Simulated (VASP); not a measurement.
Set up this calculation in VASP 6.6.1, as the native input.

* Task: single point
* Functional: PBEsol
* Potentials or basis: VASP PAW PBE potentials, release 64 (Ga_d, B, As)
* Cutoff: 560 eV
* k mesh: 1 × 1 × 1, shifted
* Occupations: fermi-dirac, width 0.05 eV
* Spin: no spin polarisation
* Dipole correction: no
* Further INCAR settings: LREAL = Auto; ALGO = Normal; EDIFF = 1e-06; NBANDS = 306; ISYM = -1

The structure of Ga7BAs8 lies in POSCAR:

```
Ga7BAs8
1.0
   11.0939702061      0.0000000000      0.0000000000
    0.0000000000     11.0939702061      0.0000000000
    0.0000000000      0.0000000000     11.0939702061
Ga B As
28 4 32
Direct
    0.0060450000      0.0057750000      0.0011130000
    0.0008380000      0.0005910000      0.5008470000
    0.0050440000      0.4945500000      0.0013730000
    0.9996100000      0.5002280000      0.4976830000
    0.4948190000      0.0047540000      0.0013760000
    0.5004920000      0.9993320000      0.4976780000
    0.5008350000      0.5005580000      0.5010230000
    0.2486020000      0.2483590000      0.4989320000
    0.2499180000      0.7508130000      0.5008810000
    0.7510600000      0.2496860000      0.5008910000
    0.7432600000      0.7429930000      0.9990840000
    0.7509720000      0.7507300000      0.4986580000
    0.2512060000      0.9994600000      0.2383270000
    0.2517600000      0.9987800000      0.7606730000
    0.2548590000      0.4999760000      0.2377730000
    0.2545530000      0.4993560000      0.7604090000
    0.7517780000      0.0050110000      0.2441320000
    0.7508370000      0.0058210000      0.7556510000
    0.7439570000      0.4947730000      0.2402660000
    0.7462370000      0.4965300000      0.7589540000
    0.9997180000      0.2509500000      0.2383350000
    0.9990510000      0.2514800000      0.7606960000
    0.0052570000      0.7514940000      0.2441550000
    0.0060840000      0.7505580000      0.7556810000
    0.5002290000      0.2545670000      0.2377670000
    0.4996090000      0.2542730000      0.7604370000
    0.4950620000      0.7436640000      0.2402750000
    0.4967810000      0.7459530000      0.7589870000
    0.4925520000      0.4922220000      0.9994490000
    0.2549430000      0.2546760000      0.9968570000
    0.2554010000      0.7413150000      0.0002580000
    0.7415660000      0.2551470000      0.0002370000
    0.1442300000      0.1439730000      0.1102040000
    0.1230840000      0.1228240000      0.6319080000
    0.1389090000      0.6366950000      0.1116830000
    0.1267750000      0.6219480000      0.6282850000
    0.6369570000      0.1386490000      0.1116670000
    0.6222030000      0.1265140000      0.6282890000
    0.6048990000      0.6046160000      0.1088180000
    0.6246970000      0.6244410000      0.6290660000
    0.3740530000      0.3737540000      0.0989760000
    0.3759630000      0.3756790000      0.6274240000
    0.3622830000      0.8595460000      0.1088210000
    0.3760850000      0.8754430000      0.6290690000
    0.8598320000      0.3619930000      0.1087990000
    0.8757260000      0.3758050000      0.6290710000
    0.8746670000      0.8743850000      0.1211860000
    0.8772320000      0.8769510000      0.6303980000
    0.3767370000      0.1245100000      0.3670240000
    0.3625350000      0.1402900000      0.8890330000
    0.3741860000      0.6229770000      0.3740570000
    0.3776900000      0.6210560000      0.8992820000
    0.8785650000      0.1259730000      0.3722950000
    0.8587760000      0.1421070000      0.8910360000
    0.8740790000      0.6229330000      0.3656940000
    0.8782630000      0.6223170000      0.8763550000
    0.1247760000      0.3764750000      0.3670080000
    0.1405820000      0.3622850000      0.8890110000
    0.1262180000      0.8783170000      0.3722820000
    0.1423800000      0.8585310000      0.8910300000
    0.6232240000      0.3739120000      0.3740380000
    0.6213130000      0.3774620000      0.8992530000
    0.6232140000      0.8738330000      0.3656680000
    0.6225990000      0.8780050000      0.8763450000
```

One way to write it, as run:

INCAR

```
SYSTEM = Ga7BAs8
ALGO     = Normal         ! electronic algorithm
EDIFF    = 1E-6           ! SCF threshold, eV
ENCUT    = 560            ! plane-wave cutoff, eV
GGA      = PS             ! functional
GGA_COMPAT= .False.      
ISIF     = 2              ! what is computed and relaxed
ISMEAR   = -1             ! smearing method
ISYM     = -1           
LASPH    = .True.         ! aspherical terms in the spheres
LCHARG   = .True.         ! write CHGCAR
LELF     = .True.         ! ELF
LREAL    = Auto         
LVHAR    = .True.       
LWAVE    = .False.        ! write WAVECAR
NBANDS   = 306            ! bands
NELM     = 120            ! most SCF steps
PREC     = Accurate       ! precision mode
SIGMA    = 0.05           ! smearing width, eV
```

KPOINTS

```
explicit points
1
Reciprocal
  0.25000000   0.25000000   0.25000000 1
```

Potentials or basis: VASP PAW PBE potentials, release 64 (Ga_d, B, As).

Run with:

```bash
$ cat potpaw_PBE.64/Ga_d/POTCAR potpaw_PBE.64/B/POTCAR potpaw_PBE.64/As/POTCAR > POTCAR
$ mpirun -np 1 vasp_std > vasp.out
```

It gave:

```json
{"Pressure": "0.2 GPa", "Largest force": "0.033 eV/Å", "Band gap on the k mesh": "1.08 eV"}
```

Caveat: the PAW data sets were made with another functional, which shifts forces and pressure a little; a shifted mesh leaves out Γ, where band edges can lie.

Wall time 27 min on 1 thread of Intel(R) Xeon(R) Platinum 8259CL CPU @ 2.50GHz (Skylake/Cascade Lake) (shared host), peak memory 1.5 GiB.
